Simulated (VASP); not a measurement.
# K7NaCl8 in VASP: further runs

Runs on K7NaCl8. Level: PBE. Tasks: single point.

All numbers are computed with VASP 6.6.1; they aren't measurements. Logs are shortened: lines on timing, memory, paths and dates and some standing lists are left out, and cuts for length are marked.

### 1 The cell of the first run

The cell holds an amorphous packing of atoms, 16 atoms: a = 8.056 Å, b = 8.145 Å, c = 8.139 Å, α = 88.78°, β = 91.06°, γ = 89.26°.

### 2 Single point, PBE

INCAR

```
PREC = Accurate
ENCUT = 520
EDIFF = 1E-6
ISMEAR = -1
SIGMA = 0.0552
LREAL = Auto
LASPH = True
NELM = 100
ALGO = Normal
ISIF = 2
LWAVE = False
LCHARG = True
GGA = PE
LELF = True
LVHAR = True
NBANDS = 77
ISYM = 0
```

KPOINTS

```
Automatic mesh
0
Gamma
  1 1 1
```

POSCAR

```
K7NaCl8
1.0
    8.0552110000      0.0523980000     -0.0749070000
    0.0523980000      8.1439380000      0.0866740000
   -0.0749070000      0.0866740000      8.1384140000
Na Cl K
1 8 7
Direct
    0.5749995360      0.3708327414      0.8349484228
    0.3491908933      0.4854480642      0.6596690850
    0.8564533788      0.5146176899      0.7636084106
    0.8066445660      0.8639251372      0.2324766812
    0.9341833423      0.3726161408      0.3046347532
    0.3227759900      0.8180953327      0.2935541970
    0.7137015715      0.0821658150      0.7757362311
    0.3824295828      0.3486421446      0.0718375157
    0.2049819938      0.9178678424      0.7837939074
    0.0598613258      0.6908554948      0.5112613862
    0.0644550147      0.2095149326      0.6129988760
    0.0748995366      0.6254403037      1.0373048221
    0.5871739177      0.1479887967      0.2933252911
    0.1087317524      0.0776025543      1.0583714033
    0.6210870947      0.6472630547      0.4196655384
    0.5454946127      0.7745443630      0.8954808034
```

Potentials or basis: VASP PAW PBE potentials, release 64 (Na_pv, Cl, K_sv).

Launch:

```sh
$ cat potpaw_PBE.64/Na_pv/POTCAR potpaw_PBE.64/Cl/POTCAR potpaw_PBE.64/K_sv/POTCAR > POTCAR
$ mpirun -np 1 vasp_gam > vasp.out
```

OUTCAR:

```text
PREC = Accurate
   ENCUT = 520
   EDIFF = 1E-6
   ISMEAR = -1
   LREAL = Auto
   LASPH = True
   NELM = 100
   ISIF = 2
   GGA = PE
   ISYM = 0

 ion  position               nearest neighbor table
   1  0.575  0.371  0.835-   2 2.45   8 2.50   3 2.63   7 2.65
   2  0.349  0.485  0.660-   1 2.45  10 3.07  15 3.24
   3  0.856  0.515  0.764-   1 2.63  12 2.98  10 3.00
   4  0.807  0.864  0.232-  15 2.78  13 2.95
   5  0.934  0.373  0.305-  11 2.98  12 3.20
   6  0.323  0.818  0.294-  15 2.92  10 2.97
   7  0.714  0.082  0.776-   1 2.65  16 3.02
   8  0.382  0.349  0.072-   1 2.50  13 2.89  14 3.14
   9  0.205  0.918  0.784-  14 2.73  11 2.93  16 3.08  10 3.14
  10  0.060  0.691  0.511-   6 2.97   3 3.00   2 3.07   9 3.14  15 3.62
  11  0.064  0.210  0.613-   9 2.93   5 2.98  14 3.77
  12  0.075  0.625  0.037-   3 2.98   5 3.20  14 3.70
  13  0.587  0.148  0.293-   8 2.89   4 2.95
  14  0.109  0.078  0.058-   9 2.73   8 3.14  12 3.70  11 3.77
  15  0.621  0.647  0.420-   4 2.78   6 2.92   2 3.24  10 3.62
  16  0.545  0.775  0.895-   7 3.02   9 3.08

IMPORTANT INFORMATION: All symmetrisations will be switched off!
NOSYMM: (Re-)initialisation of all symmetry stuff for point group C_1.

----------------------------------------------------------------------------------------

                                     Primitive cell

  volume of cell :     533.7600

  direct lattice vectors                    reciprocal lattice vectors
     8.055211000  0.052398000 -0.074907000     0.124159224 -0.000811093  0.001151415
     0.052398000  8.143938000  0.086674000    -0.000811093  0.122809937 -0.001315390
    -0.074907000  0.086674000  8.138414000     0.001151415 -0.001315390  0.122898670

  length of vectors
     8.055729692  8.144567765  8.139220225     0.124167212  0.122819659  0.122911103

  position of ions in fractional coordinates (direct lattice)
     0.574999536  0.370832741  0.834948423
     0.349190893  0.485448064  0.659669085
     0.856453379  0.514617690  0.763608411
     0.806644566  0.863925137  0.232476681
     0.934183342  0.372616141  0.304634753
     0.322775990  0.818095333  0.293554197
     0.713701572  0.082165815  0.775736231
     0.382429583  0.348642145  0.071837516
     0.204981994  0.917867842  0.783793907
     0.059861326  0.690855495  0.511261386
     0.064455015  0.209514933  0.612998876
     0.074899537  0.625440304  0.037304822
     0.587173918  0.147988797  0.293325291
     0.108731752  0.077602554  0.058371403
     0.621087095  0.647263055  0.419665538
     0.545494613  0.774544363  0.895480803

  ion indices of the primitive-cell ions
   primitive index   ion index
                 1           1
                 2           2
                 3           3
                 4           4
                 5           5
                 6           6
                 7           7
                 8           8
                 9           9
                10          10
                11          11
                12          12
                13          13
                14          14
                15          15
                16          16

----------------------------------------------------------------------------------------

 KPOINTS: Automatic mesh

Automatic generation of k-mesh.
 Grid dimensions read from file:
 generate k-points for:    1    1    1

 Generating k-lattice:

  Cartesian coordinates                     Fractional coordinates (reciprocal lattice)
     0.124159224 -0.000811093  0.001151415     1.000000000 -0.000000000  0.000000000
    -0.000811093  0.122809937 -0.001315390     0.000000000  1.000000000  0.000000000
     0.001151415 -0.001315390  0.122898670     0.000000000  0.000000000  1.000000000

  Length of vectors
     0.124167212  0.122819659  0.122911103

  Shift w.r.t. Gamma in fractional coordinates (k-lattice)
     0.000000000  0.000000000  0.000000000

 Subroutine IBZKPT returns following result:
 ===========================================

 Found      1 irreducible k-points:

 Following reciprocal coordinates:
            Coordinates               Weight
  0.000000  0.000000  0.000000      1.000000
   k-points           NKPTS =      1   k-points in BZ     NKDIM =      1   number of bands    NBANDS=     77
   number of dos      NEDOS =    301   number of ions     NIONS =     16
   total plane-waves  NPLWV = 245760
   dimension x,y,z NGX =    60 NGY =   64 NGZ =   64
   dimension x,y,z NGXF=   120 NGYF=  128 NGZF=  128
   ions per type =               1   8   7
   NGX,Y,Z   is equivalent  to a cutoff of  12.38, 13.06, 13.07 a.u.
   NGXF,Y,Z  is equivalent  to a cutoff of  24.76, 26.13, 26.14 a.u.
 SYSTEM =  unknown system
   PREC   = accura    normal or accurate (medium, high low for compatibility)
   ISTART =      0    job   : 0-new  1-cont  2-samecut
   ICHARG =      2    charge: 1-file 2-atom 10-const
   ISPIN  =      1    spin polarized calculation?
   LNONCOLLINEAR =      F non collinear calculations
   LSORBIT =      F    spin-orbit coupling
   LASPH  =      T    aspherical Exc in radial PAW
   ENCUT  =  520.0 eV  38.22 Ry    6.18 a.u.  14.98 15.14 15.13*2*pi/ulx,y,z
   NELM   =    100;   NELMIN=  2; NELMDL= -5     # of ELM steps
   EDIFF  = 0.1E-05   stopping-criterion for ELM
   LREAL  =      T    real-space projection
   EDIFFG = 0.1E-04   stopping-criterion for IOM
   NSW    =      0    number of steps for IOM
   IBRION =     -1    ionic relax: 0-MD 1-quasi-New 2-CG
   NFREE  =      0    steps in history (QN), initial steepest desc. (CG)
   ISIF   =      2    stress and relaxation
   ISYM   =      0    0-nonsym 1-usesym 2-fastsym
   POTIM  = 0.5000    time-step for ionic-motion
   TEBEG  =    0.0;   TEEND  =   0.0 temperature during run
   PSTRESS=    0.0 pullay stress
   NELECT =     126.0000    total number of electrons
   NUPDOWN=      -1.0000    fix difference up-down
   EMIN   =  10.00;   EMAX   =-10.00  energy-range for DOS
   EFERMI =   0.00;   METHOD = LEGACY
   ISMEAR =    -1;   SIGMA  =   0.06  broadening in eV -4-tet -1-fermi 0-gaus
   EFERMI_NEDOS =   21; number of points for ismear=-14 and -15
   IALGO  =     38    algorithm
   IMIX   =      4    mixing-type and parameters
     AMIX     =   0.40;   BMIX     =  1.00
     AMIX_MAG =   1.60;   BMIX_MAG =  1.00
  volume/ion in A,a.u.               =      33.36       225.12
  Fermi-wavevector in a.u.,A,eV,Ry     =   1.011773  1.911973 13.928070  1.023684
  Thomas-Fermi vector in A             =   2.144842
   LORBIT       =      0    0 simple, 1 ext, 2 COOP (PROOUT), +10 PAW based schemes
   GGA     = PE    functional components
   LHFCALC =     F    Hartree Fock is set to
   AEXX    =    0.0000 exact exchange contribution
   IVDW    =     0    specifies the selected vdW correction
   LEPSILON=     F    determine dielectric tensor
   LRPA    =     F    only Hartree local field effects (RPA)
 non-spin polarized calculation
  energy-cutoff  :      520.00
  volume of cell :      533.76
 maximum number of plane-waves:      7178
 NGX is ok and might be reduce to    60
   NGX = 29   NGY = 31   NGZ = 31

 number of electron     125.9999989 magnetization

 Free energy of the ion-electron system (eV)
  ---------------------------------------------------
  ext. energy  EPLUGINS =         0.00000000
  ---------------------------------------------------
  free energy    TOTEN  =       -51.69488817 eV

  energy without entropy =      -51.69488817  energy(sigma->0) =      -51.69488817

 E-fermi :  -0.2730     XC(G=0):  -7.1082

 val. band max:       -1.7099774734   @ k =   0.0000   0.0000   0.0000
 cond. band min:       2.5847400667   @ k =   0.0000   0.0000   0.0000
 fundamental gap:      4.2947175401
 Fermi energy:        -0.2729824803

 k-point     1 :       0.0000    0.0000    0.0000
  band No.  band energies     occupation
      1     -30.0111      2.00000
      2     -29.8818      2.00000
      3     -29.8222      2.00000
      4     -29.6642      2.00000
      5     -29.6456      2.00000
      6     -29.5955      2.00000
      7     -29.3902      2.00000
      8     -22.6203      2.00000
      9     -22.6008      2.00000
     10     -22.5627      2.00000
     11     -14.6166      2.00000
     12     -14.5113      2.00000
     13     -14.4273      2.00000
     14     -14.2489      2.00000
     15     -14.1910      2.00000
     16     -14.0454      2.00000
     17     -14.0070      2.00000
     18     -13.7638      2.00000
     19     -13.5339      2.00000
     20     -13.4621      2.00000
     21     -13.4007      2.00000
     22     -13.3920      2.00000
     23     -13.3528      2.00000
     24     -13.3259      2.00000
     25     -13.2864      2.00000
     26     -13.2386      2.00000
     27     -13.2029      2.00000
     28     -13.1785      2.00000
     29     -13.1438      2.00000
     30     -13.1242      2.00000
     31     -13.0866      2.00000
     32     -13.0404      2.00000
     33     -13.0179      2.00000
     34     -13.0076      2.00000
     35     -12.9673      2.00000
     36     -12.9164      2.00000
     37     -12.8511      2.00000
     38     -12.7521      2.00000
     39     -12.6892      2.00000
     40      -3.2493      2.00000
     41      -3.0837      2.00000
     42      -3.0258      2.00000
     43      -2.9392      2.00000
     44      -2.8383      2.00000
     45      -2.7687      2.00000
     46      -2.7094      2.00000
     47      -2.6606      2.00000
     48      -2.6214      2.00000
     49      -2.5988      2.00000
     50      -2.5629      2.00000
     51      -2.4606      2.00000
     52      -2.2982      2.00000
     53      -2.2889      2.00000
     54      -2.2704      2.00000
     55      -2.2010      2.00000
     56      -2.1638      2.00000
     57      -2.1406      2.00000
     58      -2.0849      2.00000
     59      -2.0657      2.00000
     60      -1.8304      2.00000
     61      -1.7870      2.00000
     62      -1.7625      2.00000
     63      -1.7100      2.00000
     64       2.5847      0.00000
     65       4.6557      0.00000
     66       4.8092      0.00000
     67       4.9180      0.00000
     68       5.0444      0.00000
     69       5.1795      0.00000
     70       5.2988      0.00000
     71       5.3296      0.00000
     72       5.4483      0.00000
     73       5.4859      0.00000
     74       5.7039      0.00000
     75       5.7453      0.00000
 [bands above 75 left out]

------------------------ aborting loop because EDIFF is reached ----------------------------------------

  FORCE on cell =-STRESS in cart. coord.  units (eV):
  Direction    XX          YY          ZZ          XY          YZ          ZX
  --------------------------------------------------------------------------------------
  -------------------------------------------------------------------------------------
  Total        2.2090829      4.2119766      5.3414682     -1.0876969     -1.3835185     -0.7230459
  in kB        6.6309627     12.6430108     16.0333845     -3.2649194     -4.1528813     -2.1703531
  external PRESSURE =      11.7691193 kB  Pullay stress =       0.0000000 kB

 VOLUME and BASIS-vectors are now :
 -----------------------------------------------------------------------------
  energy-cutoff  :      520.00
  volume of cell :      533.76
      direct lattice vectors                 reciprocal lattice vectors
     8.055211000  0.052398000 -0.074907000     0.124159224 -0.000811093  0.001151415
     0.052398000  8.143938000  0.086674000    -0.000811093  0.122809937 -0.001315390
    -0.074907000  0.086674000  8.138414000     0.001151415 -0.001315390  0.122898670

 POSITION                                       TOTAL-FORCE (eV/Angst)
 -----------------------------------------------------------------------------------
      4.58863      3.12254      6.78423         0.560424     -0.699855     -0.054555
      2.78883      4.02893      5.38458        -0.213105      0.269852     -0.639740
      6.86868      4.30208      6.19501        -0.264336      0.329632      0.035646
      6.52555      7.09817      1.90645         0.543847      0.128023     -0.442742
      7.52175      3.10992      2.44156        -0.208711      0.013160     -0.148711
      2.62091      6.70487      2.43580        -0.027875      0.370857     -0.431154
      5.69521      0.77379      6.26692         0.120658     -0.137790     -0.177140
      3.09344      2.86558      0.58621        -0.314305      0.151968      0.447963
      1.64056      7.55373      6.44304         0.171948     -0.546870     -0.366968
      0.48010      5.67373      4.21625         0.178533      0.042080      0.035042
      0.48426      1.76278      5.00217        -0.148406      0.235659      0.002294
      0.63331      5.10071      0.35220         0.191687     -0.147534      0.114432
      4.71559      1.26140      2.35605         0.130417     -0.052308      0.313173
      0.87555      0.64275      0.47363        -0.394221      0.516724      0.848517
      5.00547      5.34019      3.42499        -0.335526     -0.672197      0.362262
      4.36758      6.41404      7.31407         0.008971      0.198600      0.101682
 -----------------------------------------------------------------------------------
    total drift:                               -0.000497      0.000651     -0.003759

  FREE ENERGIE OF THE ION-ELECTRON SYSTEM (eV)
  ---------------------------------------------------
  free  energy   TOTEN  =       -51.6948881658 eV

  energy  without entropy=      -51.6948881658  energy(sigma->0) =      -51.69488817
```

Run time: 54 s. Hardware: 1 thread of Intel Xeon 6975P-C (Granite Rapids), shared host; peak memory 0.5 GiB.

What came out:

```yaml
Free_energy: -51.6949 eV
Pressure: 1.2 GPa
Largest_force: 1.069 eV/Å
Band_gap_on_the_k_mesh: 4.29 eV
```

Forces on the atoms (eV/Å):
```
Na   0.560 -0.700 -0.055
Cl  -0.213  0.270 -0.640
Cl  -0.264  0.330  0.036
Cl   0.544  0.128 -0.443
Cl  -0.209  0.013 -0.149
Cl  -0.028  0.371 -0.431
Cl   0.121 -0.138 -0.177
Cl  -0.314  0.152  0.448
Cl   0.172 -0.547 -0.367
K    0.179  0.042  0.035
K   -0.148  0.236  0.002
K    0.192 -0.148  0.114
K    0.130 -0.052  0.313
K   -0.394  0.517  0.849
K   -0.336 -0.672  0.362
K    0.009  0.199  0.102
```

Caveat: the k points lie up to 0.78 Å⁻¹ apart.

[end of part 1 of 2]
